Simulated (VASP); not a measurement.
# Si (I4_1/amd) in VASP: notebook

The runs below take Si through single point, with r2SCAN.

Program: VASP 6.6.1. These are calculated values, not measurements. Logs are shortened: lines on timing, memory, paths and dates and some standing lists are left out, and cuts for length are marked.

## Step 1: The cell of the first run

Symmetry: I4_1/amd, No. 141, tetragonal system. Conventional cell: a = 4.506 Å, b = 4.506 Å, c = 2.592 Å, α = 90.00°, β = 90.00°, γ = 90.00°. Within 3.1 Å of Si (site symmetry -4m2) lie 10 Si at 2.34 to 2.98 Å.

## Step 2: Single point, r2SCAN (strain -0.050 along x and y, -0.025 along z)

POSCAR reads:

```
Si
1.0
   -2.2528036893      2.2528036893      1.2960337552
    2.2528036893     -2.2528036893      1.2960337552
    2.2528036893      2.2528036893     -1.2960337552
Si
2
Direct
    0.2500000000      0.7500000000      0.5000000000
    0.5000000000      0.5000000000      0.0000000000
```

INCAR.step1 reads:

```
SYSTEM = Si
ALGO = Normal
EDIFF = 1E-4
ENCUT = 520
GGA = PE
ISMEAR = 0
LASPH = .True.
LCHARG = .False.
LREAL = .False.
LWAVE = .True.
NBANDS = 11
NELM = 80
PREC = Accurate
SIGMA = 0.15
```

INCAR.step2 reads:

```
SYSTEM = Si
ALGO = Normal
EDIFF = 1E-7
ENCUT = 520
ISIF = 2
ISMEAR = 0
ISTART = 1
LASPH = .True.
LCHARG = .True.
LELF = .True.
LMIXTAU = .True.
LREAL = .False.
LVHAR = .True.
LWAVE = .False.
METAGGA = R2SCAN
NBANDS = 11
NELM = 80
PREC = Accurate
SIGMA = 0.15
```

KPOINTS reads:

```
k-points
0
Gamma
  20 20 20
  0 0 0
```

Potentials or basis: VASP PAW PBE potentials, release 64 (Si).

Started as:

```
cat potpaw_PBE.64/Si/POTCAR > POTCAR
cp INCAR.step1 INCAR
mpirun -np 1 vasp_std > vasp.out
cp INCAR.step2 INCAR
mpirun -np 1 vasp_std > vasp.out
```

OUTCAR:

```text
SYSTEM = Si
   EDIFF = 1E-7
   ENCUT = 520
   ISIF = 2
   ISMEAR = 0
   ISTART = 1
   LASPH = .True.
   LREAL = .False.
   METAGGA = R2SCAN
   NELM = 80
   PREC = Accurate

 ion  position               nearest neighbor table
   1  0.250  0.750  0.500-   2 2.34   2 2.34   2 2.34   2 2.34   2 2.98   2 2.98   2 2.98   2 2.98

   2  0.500  0.500  0.000-   1 2.34   1 2.34   1 2.34   1 2.34   1 2.98   1 2.98   1 2.98   1 2.98

  LATTYP: Found a body centered tetragonal cell.
 ALAT       =     4.5056073786
 C/A-ratio  =     0.5752981324

  Lattice vectors:

 A1 = (  -2.2528036893,   2.2528036893,   1.2960337552)
 A2 = (   2.2528036893,  -2.2528036893,   1.2960337552)
 A3 = (   2.2528036893,   2.2528036893,  -1.2960337552)

Analysis of symmetry for initial positions (statically):
=====================================================================
 Subroutine PRICEL returns:
 Original cell was already a primitive cell.

 Routine SETGRP: Setting up the symmetry group for a
 body centered tetragonal supercell.

 Subroutine GETGRP returns: Found 16 space group operations
 (whereof  8 operations were pure point group operations)
 out of a pool of 16 trial point group operations.

The static configuration has the point symmetry D_2d.
 The point group associated with its full space group is D_4h.

Analysis of symmetry for dynamics (positions and initial velocities):
=====================================================================
 Subroutine PRICEL returns:
 Original cell was already a primitive cell.

 Routine SETGRP: Setting up the symmetry group for a
 body centered tetragonal supercell.

 Subroutine GETGRP returns: Found 16 space group operations
 (whereof  8 operations were pure point group operations)
 out of a pool of 16 trial point group operations.

The dynamic configuration has the point symmetry D_2d.
 The point group associated with its full space group is D_4h.

 Subroutine INISYM returns: Found 16 space group operations
 (whereof  8 operations are pure point group operations),
 and found     1 'primitive' translations

----------------------------------------------------------------------------------------

                                     Primitive cell

  volume of cell :      26.3101

  direct lattice vectors                    reciprocal lattice vectors
    -2.252803689  2.252803689  1.296033755     0.000000000  0.221945659  0.385792421
     2.252803689 -2.252803689  1.296033755     0.221945659  0.000000000  0.385792421
     2.252803689  2.252803689 -1.296033755     0.221945659  0.221945659  0.000000000

  length of vectors
     3.439469788  3.439469788  3.439469788     0.445079395  0.445079395  0.313878561

  position of ions in fractional coordinates (direct lattice)
     0.250000000  0.750000000  0.500000000
     0.500000000  0.500000000  0.000000000

  ion indices of the primitive-cell ions
   primitive index   ion index
                 1           1
                 2           2

----------------------------------------------------------------------------------------

 KPOINTS: k-points

Automatic generation of k-mesh.
 Grid dimensions read from file:
 generate k-points for:   20   20   20

 Generating k-lattice:

  Cartesian coordinates                     Fractional coordinates (reciprocal lattice)
     0.000000000  0.011097283  0.019289621     0.050000000  0.000000000  0.000000000
     0.011097283  0.000000000  0.019289621     0.000000000  0.050000000  0.000000000
     0.011097283  0.011097283  0.000000000     0.000000000  0.000000000  0.050000000

  Length of vectors
     0.022253970  0.022253970  0.015693928

  Shift w.r.t. Gamma in fractional coordinates (k-lattice)
     0.000000000  0.000000000  0.000000000

 Subroutine IBZKPT returns following result:
 ===========================================

 Found    641 irreducible k-points:

 Following reciprocal coordinates:
            Coordinates               Weight
  0.000000  0.000000  0.000000      1.000000
  0.050000  0.000000  0.000000      8.000000
  0.100000  0.000000 -0.000000      8.000000
  0.150000  0.000000  0.000000      8.000000
  0.200000  0.000000 -0.000000      8.000000
  0.250000  0.000000 -0.000000      8.000000
[... 16 lines left out ...]
 -0.400000  0.050000 -0.000000     16.000000
 -0.350000  0.050000  0.000000     16.000000
 [... further k-points ...]
   k-points           NKPTS =    641   k-points in BZ     NKDIM =    641   number of bands    NBANDS=     11
   number of dos      NEDOS =    301   number of ions     NIONS =      2
   total plane-waves  NPLWV =  21952
   dimension x,y,z NGX =    28 NGY =   28 NGZ =   28
   dimension x,y,z NGXF=    56 NGYF=   56 NGZF=   56
   ions per type =               2
   NGX,Y,Z   is equivalent  to a cutoff of  13.53, 13.53, 13.53 a.u.
   NGXF,Y,Z  is equivalent  to a cutoff of  27.07, 27.07, 27.07 a.u.
 SYSTEM =  Si
   PREC   = accura    normal or accurate (medium, high low for compatibility)
   ISTART =      1    job   : 0-new  1-cont  2-samecut
   ICHARG =      0    charge: 1-file 2-atom 10-const
   ISPIN  =      1    spin polarized calculation?
   LNONCOLLINEAR =      F non collinear calculations
   LSORBIT =      F    spin-orbit coupling
   LASPH  =      T    aspherical Exc in radial PAW
   ENCUT  =  520.0 eV  38.22 Ry    6.18 a.u.   6.40  6.40  6.40*2*pi/ulx,y,z
   NELM   =     80;   NELMIN=  2; NELMDL=  0     # of ELM steps
   EDIFF  = 0.1E-06   stopping-criterion for ELM
   LREAL  =      F    real-space projection
   EDIFFG = 0.1E-05   stopping-criterion for IOM
   NSW    =      0    number of steps for IOM
   IBRION =     -1    ionic relax: 0-MD 1-quasi-New 2-CG
   NFREE  =      0    steps in history (QN), initial steepest desc. (CG)
   ISIF   =      2    stress and relaxation
   ISYM   =      2    0-nonsym 1-usesym 2-fastsym
   POTIM  = 0.5000    time-step for ionic-motion
   TEBEG  =    0.0;   TEEND  =   0.0 temperature during run
   PSTRESS=    0.0 pullay stress
   NELECT =       8.0000    total number of electrons
   NUPDOWN=      -1.0000    fix difference up-down
   EMIN   =  10.00;   EMAX   =-10.00  energy-range for DOS
   EFERMI =   0.00;   METHOD = LEGACY
   ISMEAR =     0;   SIGMA  =   0.15  broadening in eV -4-tet -1-fermi 0-gaus
   EFERMI_NEDOS =   21; number of points for ismear=-14 and -15
   IALGO  =     38    algorithm
   IMIX   =      4    mixing-type and parameters
     AMIX     =   0.40;   BMIX     =  1.00
     AMIX_MAG =   1.60;   BMIX_MAG =  1.00
  volume/ion in A,a.u.               =      13.16        88.77
  Fermi-wavevector in a.u.,A,eV,Ry     =   1.100856  2.080316 16.488680  1.211884
  Thomas-Fermi vector in A             =   2.237274
   LORBIT       =      0    0 simple, 1 ext, 2 COOP (PROOUT), +10 PAW based schemes
   METAGGA = R2SCAN    functional components
   LHFCALC =     F    Hartree Fock is set to
   AEXX    =    0.0000 exact exchange contribution
   IVDW    =     0    specifies the selected vdW correction
   LEPSILON=     F    determine dielectric tensor
   LRPA    =     F    only Hartree local field effects (RPA)
 non-spin polarized calculation
 Gauss-broadening in eV      SIGMA  =   0.15
  energy-cutoff  :      520.00
  volume of cell :       26.31
 maximum number of plane-waves:       737
 NGX is ok and might be reduce to    28
   NGX = 13   NGY = 13   NGZ = 13

 number of electron       8.0000000 magnetization

 Free energy of the ion-electron system (eV)
  ---------------------------------------------------
  ext. energy  EPLUGINS =         0.00000000
  ---------------------------------------------------
  free energy    TOTEN  =       -16.39685215 eV

  energy without entropy =      -16.39027102  energy(sigma->0) =      -16.39356158

 E-fermi :  11.1854     XC(G=0): -12.1666

 val. band max:       11.1818345418   @ k =  -0.4000  -0.4500   0.3500
 cond. band min:      11.1918187350   @ k =  -0.4000  -0.4000   0.0500
 fundamental gap:      0.0099841931
 Fermi energy:        11.1854207219

 k-point     1 :       0.0000    0.0000    0.0000
  band No.  band energies     occupation
      1      -4.7823      2.00000
      2       8.3671      2.00000
      3       8.3671      2.00000
      4      10.4170      2.00000
      5      12.4455      0.00000
      6      19.3796      0.00000
      7      21.6648      0.00000
      8      22.1669      0.00000
      9      22.1669      0.00000
     10      22.3782      0.00000
     11      23.6618      0.00000

 k-point     2 :       0.0500    0.0000    0.0000
  band No.  band energies     occupation
      1      -4.7066      2.00000
      2       8.2206      2.00000
      3       8.3082      2.00000
      4      10.6804      2.00000
      5      12.6406      0.00000
      6      18.9890      0.00000
      7      20.3030      0.00000
      8      21.7986      0.00000
      9      21.8516      0.00000
     10      22.9810      0.00000
     11      23.6068      0.00000

 k-point     3 :       0.1000    0.0000   -0.0000
  band No.  band energies     occupation
      1      -4.4796      2.00000
      2       7.9314      2.00000
      3       8.1705      2.00000
      4      11.3042      0.26274
      5      13.1828      0.00000
      6      17.9449      0.00000
      7      18.5497      0.00000
      8      20.6982      0.00000
      9      21.0891      0.00000
     10      21.7719      0.00000
     11      24.3747      0.00000

 k-point     4 :       0.1500    0.0000    0.0000
  band No.  band energies     occupation
      1      -4.1019      2.00000
      2       7.6677      2.00000
      3       8.0278      2.00000
      4      12.0322      0.00000
      5      13.9791      0.00000
      6      16.3332      0.00000
      7      17.0557      0.00000
      8      19.2719      0.00000
      9      20.1923      0.00000
     10      20.7574      0.00000
     11      24.4485      0.00000
[... 239 lines left out ...]
 k-point    22 :      -0.4500    0.0500    0.0000
  band No.  band energies     occupation
      1       0.3221      2.00000
      2       5.3854      2.00000
      3       7.3445      2.00000
      4       8.5462      2.00000
      5      11.1125      1.50801
      6      13.0594      0.00000
      7      16.4349      0.00000
      8      18.2632      0.00000
      9      20.6476      0.00000
     10      22.5404      0.00000
     11      26.2867      0.00000

 k-point    23 :      -0.4000    0.0500   -0.0000
  band No.  band energies     occupation
      1      -0.8168      2.00000
      2       6.6877      2.00000
      3       7.3601      2.00000
      4       8.3199      2.00000
      5      11.9653      0.00000
      6      13.9387      0.00000
      7      16.7244      0.00000
      8      18.2518      0.00000
      9      19.4577      0.00000
     10      20.9272      0.00000
     11      26.2664      0.00000

 k-point    24 :      -0.3500    0.0500    0.0000
  band No.  band energies     occupation
      1      -1.8177      2.00000
      2       6.6350      2.00000
      3       8.0043      2.00000
      4       9.0973      2.00000
      5      12.9576      0.00000
      6      14.9135      0.00000
      7      16.7968      0.00000
      8      17.8033      0.00000
      9      19.1192      0.00000
     10      19.6230      0.00000
     11      25.5550      0.00000

 [... further k-points ...]
[... 5 lines left out ...]
  --------------------------------------------------------------------------------------
  -------------------------------------------------------------------------------------
  Total        4.5165369      4.5165369      2.6909494      0.0000000     -0.0000000      0.0000000
  in kB      275.0382783    275.0382783    163.8676052      0.0000000     -0.0000000      0.0000000
  external PRESSURE =     237.9813873 kB  Pullay stress =       0.0000000 kB

 VOLUME and BASIS-vectors are now :
 -----------------------------------------------------------------------------
  energy-cutoff  :      520.00
  volume of cell :       26.31
      direct lattice vectors                 reciprocal lattice vectors
    -2.252803689  2.252803689  1.296033755     0.000000000  0.221945659  0.385792421
     2.252803689 -2.252803689  1.296033755     0.221945659  0.000000000  0.385792421
     2.252803689  2.252803689 -1.296033755     0.221945659  0.221945659  0.000000000

 POSITION                                       TOTAL-FORCE (eV/Angst)
 -----------------------------------------------------------------------------------
      2.25280      0.00000      0.64802        -0.000000      0.000000      0.000000
      0.00000      0.00000      1.29603         0.000000     -0.000000     -0.000000
 -----------------------------------------------------------------------------------
    total drift:                                0.000000      0.000000      0.000000

  FREE ENERGIE OF THE ION-ELECTRON SYSTEM (eV)
  ---------------------------------------------------
  free  energy   TOTEN  =       -16.3968521543 eV

  energy  without entropy=      -16.3902710152  energy(sigma->0) =      -16.39356158
```

It took 11 min on 1 thread of Intel Xeon Platinum 8488C (Sapphire Rapids), shared host; peak memory 0.27 GiB.

What came out:

| Item | Value |
| --- | --- |
| Free energy | -16.3969 eV |
| Pressure | 23.8 GPa |
| Band gap on the k mesh | zero (bands 4 and 5 overlap by 8.23 eV) |

Caveat: the cell differs from its parent crystal (strain -0.050 along x and y, -0.025 along z); the cell stands under pressure; the PAW data sets were made with another functional, which shifts forces and pressure a little.

## Step 3: Single point, r2SCAN (strain -0.050 along x and y, +0.000 along z)

POSCAR reads:

```
Si
1.0
   -2.2528036893      2.2528036893      1.3292653899
    2.2528036893     -2.2528036893      1.3292653899
    2.2528036893      2.2528036893     -1.3292653899
Si
2
Direct
    0.2500000000      0.7500000000      0.5000000000
    0.5000000000      0.5000000000      0.0000000000
```

INCAR.step1 reads:

```
SYSTEM = Si
  ALGO = Normal
  EDIFF = 1E-4
  ENCUT = 520
  GGA = PE
  ISMEAR = 0
  LASPH = .TRUE.
  LCHARG = .FALSE.
  LREAL = .FALSE.
  LWAVE = .TRUE.
  NBANDS = 11
  NELM = 80
  PREC = Accurate
  SIGMA = 0.15
```

INCAR.step2 reads:

```
SYSTEM = Si
  ALGO = Normal
  EDIFF = 1E-7
  ENCUT = 520
  ISIF = 2
  ISMEAR = 0
  ISTART = 1
  LASPH = .TRUE.
  LCHARG = .TRUE.
  LELF = .TRUE.
  LMIXTAU = .TRUE.
  LREAL = .FALSE.
  LVHAR = .TRUE.
  LWAVE = .FALSE.
  METAGGA = R2SCAN
  NBANDS = 11
  NELM = 80
  PREC = Accurate
  SIGMA = 0.15
```

KPOINTS reads:

```
k-points
0
G
  20 20 20
  0 0 0
```

Potentials or basis: VASP PAW PBE potentials, release 64 (Si).

Started as:

```
cat potpaw_PBE.64/Si/POTCAR > POTCAR
cp INCAR.step1 INCAR
mpirun -np 1 vasp_std > vasp.out
cp INCAR.step2 INCAR
mpirun -np 1 vasp_std > vasp.out
```

It took 7.2 min on 1 thread of Intel Xeon Platinum 8488C (Sapphire Rapids), shared host; peak memory 0.27 GiB.

The run converged. Its results:

- Free energy: -16.4556 eV
- Pressure: 19.8 GPa
- Band gap on the k mesh: zero (bands 4 and 5 overlap by 8.26 eV)

Stress tensor (GPa, compression positive):
```
23.93  0.00  0.00
 0.00 23.93  0.00
 0.00  0.00 11.51
```

Levels at points of the mesh, in eV from the Fermi level:
```csv
k point,band 1,band 2,band 3,band 4,band 5,band 6,band 7,band 8
"(0.00, 0.00, 0.00)",-15.69,-2.57,-2.57,-0.42,1.51,7.88,9.66,10.73
"(0.50, 0.00, 0.00)",-8.93,-8.15,-2.50,-2.30,-1.28,0.71,5.63,6.28
"(0.50, 0.50, 0.00)",-11.97,-11.97,0.67,0.67,3.91,3.91,8.34,8.34
"(0.50, 0.50, 0.50)",-8.71,-8.71,-7.91,-7.91,4.91,4.91,16.14,16.14
```

Caveat: the cell differs from its parent crystal (strain -0.050 along x and y, +0.000 along z); the cell stands under pressure; the PAW data sets were made with another functional, which shifts forces and pressure a little.

(Part 1 of 2 ends here.)
